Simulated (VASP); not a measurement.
# Ge2Sb2Te5: single point with PBEsol

The system is Ge2Sb2Te5.

```
Ge Sb Te
1.0
     4.22551    0.00000    0.00000
    -2.11275    3.65940    0.00000
     0.00000    0.00000   17.92898
Ge Sb Te
2 2 5
Cartesian
  0.0000 0.0000 5.8974
  0.0000 0.0000 12.0316
  0.0000 2.4396 2.0135
  2.1128 1.2198 15.9155
  0.0000 0.0000 0.0000
  0.0000 2.4396 14.1696
  2.1128 1.2198 3.7594
  0.0000 2.4396 7.3076
  2.1128 1.2198 10.6214
```

* Program: VASP 6.6.1
* Task: single point
* Functional: PBEsol
* Potentials or basis: VASP PAW PBE potentials, release 64 (Ge_d, Sb, Te)
* Cutoff: 520 eV
* k mesh: 12 × 12 × 2
* Occupations: gaussian, width 0.1 eV
* Spin: no spin polarisation

* Pressure: -1.2 GPa
* Largest force: 0.034 eV/Å

Forces on the atoms (eV/Å):
```
Ge   0.000  0.000 -0.024
Ge   0.000  0.000  0.024
Sb   0.000  0.000 -0.024
Sb   0.000  0.000  0.024
Te   0.000  0.000  0.000
Te   0.000  0.000 -0.034
Te   0.000  0.000  0.034
Te   0.000  0.000  0.018
Te   0.000  0.000 -0.018
```

Levels at points of the mesh, in eV from the Fermi level:
```tsv
k point	band 30	band 31	band 32	band 33	band 34	band 35	band 36	band 37	band 38	band 39
(0.00, 0.00, 0.00)	-1.43	-1.43	-1.27	-1.09	-0.12	0.10	0.10	0.11	1.00	1.00
(0.50, 0.00, 0.00)	-2.46	-1.96	-1.80	-1.35	-1.22	0.34	0.39	0.62	1.38	1.74
(0.00, 0.00, 0.50)	-1.49	-1.48	-1.48	-0.97	-0.13	0.12	0.12	0.12	0.96	0.96
(0.50, 0.00, 0.50)	-2.54	-2.11	-1.96	-1.73	-0.75	0.03	0.55	0.81	1.52	1.82
```

Run time: 13 min on 1 thread of Oxide Virtual Turin-like Processor, on a shared host, peak memory 0.6 GiB.

Caveat: the PAW data sets were made with another functional, which shifts forces and pressure a little; spin-orbit coupling is left out, which moves the levels of the heavy elements; this functional lacks dispersion, which binds the layers, so the pressure and a relaxed spacing across them are unreliable.
